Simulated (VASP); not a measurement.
# ZrB2 (P6/mmm) in VASP: settings compared, part 2 of 2

VASP 6.6.1. The steps go on from the part before.

## Step 4: Single point, RPBE

Input file INCAR:

```
ALGO = Normal
EDIFF = 1E-6
ENCUT = 520
GGA = RP
ISIF = 2
ISMEAR = -1
LASPH = T
LCHARG = F
LREAL = F
LWAVE = F
NBANDS = 16
NELM = 100
PREC = Accurate
SIGMA = 0.05
```

Input file KPOINTS:

```
k-points
0
Gamma
  10 10 8
```

Input file POSCAR:

```
ZrB2
1.0
    3.1700000000      0.0000000000      0.0000000000
   -1.5850000000      2.7453005300      0.0000000000
    0.0000000000      0.0000000000      3.5330000000
Zr B
1 2
Direct
    0.0000000000      0.0000000000      0.0000000000
    0.6666666667      0.3333333333      0.5000000000
    0.3333333333      0.6666666667      0.5000000000
```

Potentials or basis: VASP PAW PBE potentials, release 64 (Zr_sv, B).

The run is started by

```bash
$ cat potpaw_PBE.64/Zr_sv/POTCAR potpaw_PBE.64/B/POTCAR > POTCAR
$ mpirun -np 1 vasp_std > vasp.out
```

OUTCAR:

```text
EDIFF = 1E-6
   ENCUT = 520
   GGA = RP
   ISIF = 2
   ISMEAR = -1
   LASPH = T
   LREAL = F
   NELM = 100
   PREC = Accurate

 ion  position               nearest neighbor table
   1  0.000  0.000  0.000-   2 2.54   3 2.54   2 2.54   3 2.54   2 2.54   2 2.54   3 2.54   3 2.54
                             2 2.54   2 2.54   3 2.54   3 2.54
   2  0.667  0.333  0.500-   3 1.83   3 1.83   3 1.83   1 2.54   1 2.54   1 2.54   1 2.54   1 2.54
                             1 2.54
   3  0.333  0.667  0.500-   2 1.83   2 1.83   2 1.83   1 2.54   1 2.54   1 2.54   1 2.54   1 2.54
                             1 2.54

  LATTYP: Found a hexagonal cell.
 ALAT       =     3.1700000000
 C/A-ratio  =     1.1145110410

  Lattice vectors:

 A1 = (   3.1700000000,   0.0000000000,   0.0000000000)
 A2 = (  -1.5850000000,   2.7453005300,   0.0000000000)
 A3 = (   0.0000000000,   0.0000000000,   3.5330000000)

Analysis of symmetry for initial positions (statically):
=====================================================================
 Subroutine PRICEL returns:
 Original cell was already a primitive cell.

 Routine SETGRP: Setting up the symmetry group for a
 hexagonal supercell.

 Subroutine GETGRP returns: Found 24 space group operations
 (whereof 24 operations were pure point group operations)
 out of a pool of 24 trial point group operations.

The static configuration has the point symmetry D_6h.

Analysis of symmetry for dynamics (positions and initial velocities):
=====================================================================
 Subroutine PRICEL returns:
 Original cell was already a primitive cell.

 Routine SETGRP: Setting up the symmetry group for a
 hexagonal supercell.

 Subroutine GETGRP returns: Found 24 space group operations
 (whereof 24 operations were pure point group operations)
 out of a pool of 24 trial point group operations.

The dynamic configuration has the point symmetry D_6h.
[... 113 lines left out ...]
   NUPDOWN=      -1.0000    fix difference up-down
   EMIN   =  10.00;   EMAX   =-10.00  energy-range for DOS
   EFERMI =   0.00;   METHOD = LEGACY
   ISMEAR =    -1;   SIGMA  =   0.05  broadening in eV -4-tet -1-fermi 0-gaus
   EFERMI_NEDOS =   21; number of points for ismear=-14 and -15
   IALGO  =     38    algorithm
   IMIX   =      4    mixing-type and parameters
     AMIX     =   0.40;   BMIX     =  1.00
     AMIX_MAG =   1.60;   BMIX_MAG =  1.00
  volume/ion in A,a.u.               =      10.25        69.16
  Fermi-wavevector in a.u.,A,eV,Ry     =   1.369519  2.588016 25.518847  1.875582
  Thomas-Fermi vector in A             =   2.495387
   LORBIT       =      0    0 simple, 1 ext, 2 COOP (PROOUT), +10 PAW based schemes
   GGA     = RP    functional components
   LHFCALC =     F    Hartree Fock is set to
   AEXX    =    0.0000 exact exchange contribution
   IVDW    =     0    specifies the selected vdW correction
   LEPSILON=     F    determine dielectric tensor
   LRPA    =     F    only Hartree local field effects (RPA)
 non-spin polarized calculation
  energy-cutoff  :      520.00
  volume of cell :       30.75
 maximum number of plane-waves:       844
 NGX is ok and might be reduce to    24
   NGX = 11   NGY = 11   NGZ = 13

 number of electron      18.0000000 magnetization

 Free energy of the ion-electron system (eV)
  ---------------------------------------------------
  ext. energy  EPLUGINS =         0.00000000
  ---------------------------------------------------
  free energy    TOTEN  =       -23.86752013 eV

  energy without entropy =      -23.86466605  energy(sigma->0) =      -23.86609309

 E-fermi :  10.5350     XC(G=0): -12.4006

 val. band max:       10.4999037469   @ k =   0.2000   0.2000   0.1250
 cond. band min:      10.6933935429   @ k =   0.1000  -0.0000   0.5000
 fundamental gap:      0.1934897961
 Fermi energy:        10.5350337487

 k-point     1 :       0.0000    0.0000    0.0000
  band No.  band energies     occupation
      1     -38.0424      2.00000
      2     -16.2211      2.00000
      3     -15.6774      2.00000
      4     -15.6774      2.00000
      5      -2.1634      2.00000
      6       7.9921      2.00000
[... 433 lines left out ...]
      3     -16.0913      2.00000
      4     -15.9376      2.00000
      5       1.3106      2.00000
      6       2.5768      2.00000
[... 8 lines left out ...]
     15      18.8919      0.00000
     16      20.7213      0.00000

 [... further k-points ...]
[... 5 lines left out ...]
  --------------------------------------------------------------------------------------
  -------------------------------------------------------------------------------------
  Total        0.7957787      0.7957787      0.9636224      0.0000000      0.0000000     -0.0000000
  in kB       41.4677120     41.4677120     50.2139855      0.0000000      0.0000000     -0.0000000
  external PRESSURE =      44.3831365 kB  Pullay stress =       0.0000000 kB

 VOLUME and BASIS-vectors are now :
 -----------------------------------------------------------------------------
  energy-cutoff  :      520.00
  volume of cell :       30.75
      direct lattice vectors                 reciprocal lattice vectors
     3.170000000  0.000000000  0.000000000     0.315457413  0.182129422  0.000000000
    -1.585000000  2.745300530  0.000000000     0.000000000  0.364258845  0.000000000
     0.000000000  0.000000000  3.533000000     0.000000000  0.000000000  0.283045570

 POSITION                                       TOTAL-FORCE (eV/Angst)
 -----------------------------------------------------------------------------------
      0.00000      0.00000      0.00000        -0.000000      0.000000      0.000000
      1.58500      0.91510      1.76650        -0.000000      0.000000      0.000000
     -0.00000      1.83020      1.76650         0.000000      0.000000      0.000000
 -----------------------------------------------------------------------------------
    total drift:                               -0.000000      0.000000     -0.000000

  FREE ENERGIE OF THE ION-ELECTRON SYSTEM (eV)
  ---------------------------------------------------
  free  energy   TOTEN  =       -23.8675201339 eV

  energy  without entropy=      -23.8646660485  energy(sigma->0) =      -23.86609309
```

Run time: 17 s. Hardware: 1 thread of Intel Xeon 6975P-C (Granite Rapids), shared host; peak memory 0.16 GiB.

Results:

```
Free energy            : -23.8675 eV
Pressure               : 4.4 GPa
Band gap on the k mesh : zero (band 9 reaches 11.19 eV, above the bottom of band 10 at 10.39 eV)
```

Stress tensor (GPa, compression positive):
```
4.15 0.00 0.00
0.00 4.15 0.00
0.00 0.00 5.02
```

Caveat: the PAW data sets were made with another functional, which shifts forces and pressure a little.

## Step 5: Single point, revPBE

This run uses another cell than the first one, of 10.40 Å³/atom, 1.015 times its volume.

Input file INCAR:

```
SYSTEM = ZrB2
PREC = Accurate ; ENCUT = 520
EDIFF = 1E-6 ; ISMEAR = -1
SIGMA = 0.05 ; LREAL = .FALSE.
LASPH = .TRUE. ; NELM = 80
ALGO = Normal ; ISIF = 2
LWAVE = .FALSE. ; LCHARG = .FALSE.
GGA = RE ; NBANDS = 16
```

Input file KPOINTS:

```
regular mesh
0
G
  10 10 8
  0 0 0
```

Input file POSCAR:

```
ZrB2
1.0
    3.1818856962      0.0000000000      0.0000000000
   -1.5909428481      2.7555938449      0.0000000000
    0.0000000000      0.0000000000      3.5586063653
Zr B
1 2
Direct
    0.0000000000      0.0000000000      0.0000000000
    0.6666666667      0.3333333333      0.5000000000
    0.3333333333      0.6666666667      0.5000000000
```

Potentials or basis: VASP PAW PBE potentials, release 64 (Zr_sv, B).

The run is started by

```bash
$ cat potpaw_PBE.64/Zr_sv/POTCAR potpaw_PBE.64/B/POTCAR > POTCAR
$ mpirun -np 1 vasp_std > vasp.out
```

OUTCAR:

```text
SYSTEM = ZrB2
   PREC = Accurate
   ENCUT = 520
   EDIFF = 1E-6
   ISMEAR = -1
   LREAL = .FALSE.
   LASPH = .TRUE.
   NELM = 80
   ISIF = 2
   GGA = RE

 ion  position               nearest neighbor table
   1  0.000  0.000  0.000-   2 2.56   3 2.56   2 2.56   3 2.56   2 2.56   2 2.56   3 2.56   3 2.56
                             2 2.56   2 2.56   3 2.56   3 2.56
   2  0.667  0.333  0.500-   3 1.84   3 1.84   3 1.84   1 2.56   1 2.56   1 2.56   1 2.56   1 2.56
                             1 2.56
   3  0.333  0.667  0.500-   2 1.84   2 1.84   2 1.84   1 2.56   1 2.56   1 2.56   1 2.56   1 2.56
                             1 2.56

  LATTYP: Found a hexagonal cell.
 ALAT       =     3.1818856962
 C/A-ratio  =     1.1183954124

  Lattice vectors:

 A1 = (   3.1818856962,   0.0000000000,   0.0000000000)
 A2 = (  -1.5909428481,   2.7555938449,   0.0000000000)
 A3 = (   0.0000000000,   0.0000000000,   3.5586063653)

Analysis of symmetry for initial positions (statically):
=====================================================================
 Subroutine PRICEL returns:
 Original cell was already a primitive cell.

 Routine SETGRP: Setting up the symmetry group for a
 hexagonal supercell.

[... 164 lines left out ...]
  free energy    TOTEN  =       -24.11820764 eV

  energy without entropy =      -24.11538138  energy(sigma->0) =      -24.11679451

 E-fermi :  10.3520     XC(G=0): -12.3431

 val. band max:       10.3181435678   @ k =   0.2000   0.2000   0.1250
 cond. band min:      10.4862752526   @ k =   0.0000   0.0000   0.2500
 fundamental gap:      0.1681316847
 Fermi energy:        10.3519989174

 k-point     1 :       0.0000    0.0000    0.0000
  band No.  band energies     occupation
      1     -38.2744      2.00000
      2     -16.4477      2.00000
      3     -15.9173      2.00000
      4     -15.9173      2.00000
      5      -2.2719      2.00000
      6       7.8592      2.00000
[... 433 lines left out ...]
      3     -16.3224      2.00000
      4     -16.1674      2.00000
      5       1.1740      2.00000
      6       2.4431      2.00000
[... 8 lines left out ...]
     15      18.5446      0.00000
     16      20.3739      0.00000

 [... further k-points ...]
[... 5 lines left out ...]
  --------------------------------------------------------------------------------------
  -------------------------------------------------------------------------------------
  Total        0.0183738      0.0183738      0.0261324      0.0000000      0.0000000      0.0000000
  in kB        0.9434756      0.9434756      1.3418705      0.0000000      0.0000000      0.0000000
  external PRESSURE =       1.0762739 kB  Pullay stress =       0.0000000 kB

 VOLUME and BASIS-vectors are now :
 -----------------------------------------------------------------------------
  energy-cutoff  :      520.00
  volume of cell :       31.20
      direct lattice vectors                 reciprocal lattice vectors
     3.181885696  0.000000000  0.000000000     0.314279046  0.181449092  0.000000000
    -1.590942848  2.755593845  0.000000000     0.000000000  0.362898183  0.000000000
     0.000000000  0.000000000  3.558606365     0.000000000  0.000000000  0.281008883

 POSITION                                       TOTAL-FORCE (eV/Angst)
 -----------------------------------------------------------------------------------
      0.00000      0.00000      0.00000        -0.000000      0.000000      0.000000
      1.59094      0.91853      1.77930         0.000000      0.000000      0.000000
     -0.00000      1.83706      1.77930        -0.000000      0.000000      0.000000
 -----------------------------------------------------------------------------------
    total drift:                               -0.000000      0.000000     -0.000000

  FREE ENERGIE OF THE ION-ELECTRON SYSTEM (eV)
  ---------------------------------------------------
  free  energy   TOTEN  =       -24.1182076397 eV

  energy  without entropy=      -24.1153813845  energy(sigma->0) =      -24.11679451
```

OSZICAR:

```text
N       E                     dE             d eps       ncg     rms          rms(c)
DAV:   1     0.102174854979E+03    0.10217E+03   -0.97665E+03  2240   0.112E+03
DAV:   2    -0.225500468924E+02   -0.12472E+03   -0.12028E+03  2904   0.290E+02
DAV:   3    -0.266367722269E+02   -0.40867E+01   -0.40667E+01  3480   0.447E+01
DAV:   4    -0.266953859318E+02   -0.58614E-01   -0.58605E-01  2640   0.486E+00
DAV:   5    -0.266966396339E+02   -0.12537E-02   -0.12537E-02  3440   0.478E-01    0.207E+01
DAV:   6    -0.241597210708E+02    0.25369E+01   -0.56350E+00  2896   0.157E+01    0.821E+00
DAV:   7    -0.241183280656E+02    0.41393E-01   -0.60069E-01  3032   0.487E+00    0.295E+00
DAV:   8    -0.241225625054E+02   -0.42344E-02   -0.93862E-02  2688   0.246E+00    0.403E-01
DAV:   9    -0.241184756166E+02    0.40869E-02   -0.20263E-02  2800   0.104E+00    0.219E-01
DAV:  10    -0.241181989775E+02    0.27664E-03   -0.16922E-03  2608   0.375E-01    0.327E-02
DAV:  11    -0.241182098708E+02   -0.10893E-04   -0.59595E-05  2936   0.745E-02    0.111E-02
DAV:  12    -0.241182075097E+02    0.23611E-05   -0.28203E-06  2560   0.136E-02    0.565E-03
DAV:  13    -0.241182076397E+02   -0.12999E-06   -0.27030E-07  1352   0.523E-03
   1 F= -.24118208E+02 E0= -.24116795E+02  d E =-.282626E-02
```

stdout:

```text
POSCAR found type information on POSCAR ZrB
 POSCAR found :  2 types and       3 ions
 scaLAPACK will be used
 -----------------------------------------------------------------------------
|                                                                             |
|                                                                             |
|     You enforced a specific xc type in the INCAR file but a different       |
|     I HOPE YOU KNOW WHAT YOU ARE DOING!                                     |
|                                                                             |
 -----------------------------------------------------------------------------

 LDA part: xc-table for (Slater+PW92), standard interpolation
 POSCAR, INCAR and KPOINTS ok, starting setup
 FFT: planning ... GRIDC
 FFT: planning ... GRID_SOFT
 FFT: planning ... GRID
 WAVECAR not read
 entering main loop
```

Run time: 18 s. Hardware: 1 thread of Intel Xeon 6975P-C (Granite Rapids), shared host; peak memory 0.16 GiB.

Results:

```yaml
Free_energy: -24.1182 eV
Pressure: 0.1 GPa
Band_gap_on_the_k_mesh: zero (band 9 reaches 11.03 eV, above the bottom of band 10 at 10.21 eV)
```

Caveat: the PAW data sets were made with another functional, which shifts forces and pressure a little.

## Step 6: The runs side by side

| level | cell | smearing | gap on the mesh (eV) | pressure (GPa) |
| --- | --- | --- | --- | --- |
| PBE | a = 3.170, b = 3.170, c = 3.533 Å, angles 90.0, 90.0, 120.0°, 3 atoms | gaussian 0.027 eV | none | 0.9 |
| PBE | a = 3.170, b = 3.170, c = 3.533 Å, angles 90.0, 90.0, 120.0°, 3 atoms | gaussian 0.028 eV | none | 0.9 |
| RPBE | a = 3.170, b = 3.170, c = 3.533 Å, angles 90.0, 90.0, 120.0°, 3 atoms | fermi-dirac 0.05 eV | none | 4.4 |
| revPBE | a = 3.182, b = 3.182, c = 3.559 Å, angles 90.0, 90.0, 120.0°, 3 atoms | fermi-dirac 0.05 eV | none | 0.1 |

Alike in all rows: task single point; potentials or basis VASP PAW PBE potentials, release 64 (Zr_sv, B); no spin polarisation; k mesh 10 × 10 × 8; cutoff (eV) 520.

Every run on the cell as given and a fine mesh finds a metal. The pressure there spans 0.9 GPa (PBE) to 4.4 GPa (RPBE); a positive pressure means that this level wants a larger cell, a negative one a smaller.

Caveats: the PAW data sets were made with another functional, which shifts forces and pressure a little (some runs).

Total energies depend on the potentials used, so only differences within one code and one set of settings carry meaning.
